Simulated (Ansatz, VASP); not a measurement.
BN: VASP beside Ansatz

```
CELL_PARAMETERS angstrom
1.80481 -1.80481 0.00000
1.80481 0.00000 -1.80481
7.65227 7.65227 7.65227
ATOMIC_POSITIONS crystal
B 0.00000 0.00000 0.37340
B 0.33333 0.33333 0.21617
B 0.66667 0.66667 0.53064
B 0.00000 0.00000 0.84511
B 0.33333 0.33333 0.68787
B 0.66667 0.66667 0.05893
N 0.66667 0.66667 0.41271
N 0.00000 0.00000 0.25548
N 0.33333 0.33333 0.56995
N 0.66667 0.66667 0.88442
N 0.00000 0.00000 0.72718
N 0.33333 0.33333 0.09824
```

Alike in both runs: task single point; functional r2SCAN; k mesh 10 × 10 × 2; occupations gaussian, width 0.05 eV; no spin polarisation.

```csv
,VASP,Ansatz
version,VASP 6.6.1,Ansatz 0.2.0
potentials or method,"VASP PAW PBE potentials, release 64 (B, N), cutoff 520 eV","scalar-relativistic, plane waves, PAW"
valence electrons in the cell,48,48
```

VASP gave:

- gap on the k mesh at the Fermi level (eV): 2.37
- least direct gap on the mesh (eV): 3.58
- pressure (GPa): -6.1
- traceless stress, the component that is largest in VASP (GPa): -4.93
- rms of the force components (eV/Å): 0.735

Question: Which values does Ansatz return?

Answer: gap on the k mesh at the Fermi level (eV): 2.38; least direct gap on the mesh (eV): 3.58; pressure (GPa): -7.1; traceless stress, the component that is largest in VASP (GPa): -4.90; rms of the force components (eV/Å): 0.729.

VASP's potentials were made for PBE, not for r2SCAN. Atom by atom the forces differ by 0.010 eV/Å (rms over components).
